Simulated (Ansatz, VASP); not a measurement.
Al2Cu: VASP beside Ansatz

```
Al Cu
1.0
     4.08910    0.00000    0.00000
     0.00000    4.08910    0.00000
     0.00000    0.00000    2.85183
Al Cu
2 1
Direct
  0.50000 0.00000 0.50000
  0.00000 0.50000 0.50000
  0.00000 0.00000 0.00000
```

Alike in both runs: functional r2SCAN; k mesh 10 × 10 × 14; occupations gaussian, width 0.1 eV; no spin polarisation.

Ansatz relaxed the structure, and its values are those at the end. VASP's run is a single point on that final structure, the one shown.

```csv
,VASP,Ansatz
version,VASP 6.6.1,Ansatz 0.2.0
potentials or method,"VASP PAW PBE potentials, release 64 (Al, Cu), cutoff 520 eV","scalar-relativistic, plane waves, PAW"
valence electrons in the cell,17,25
```

```csv
,VASP,Ansatz,Ansatz less VASP
gap on the k mesh at the Fermi level (eV),none,none,-
pressure (GPa),-0.2,0.0,+0.18
```

VASP's potentials were made for PBE, not for r2SCAN. A gap of «none» marks a metal or a gap that the smearing closes. The functional is the same, so the differences come from potentials, cutoffs and numerics. VASP's potentials hold 17 valence electrons a cell and Ansatz's 25, so a difference there can come from the potentials and not from the codes.
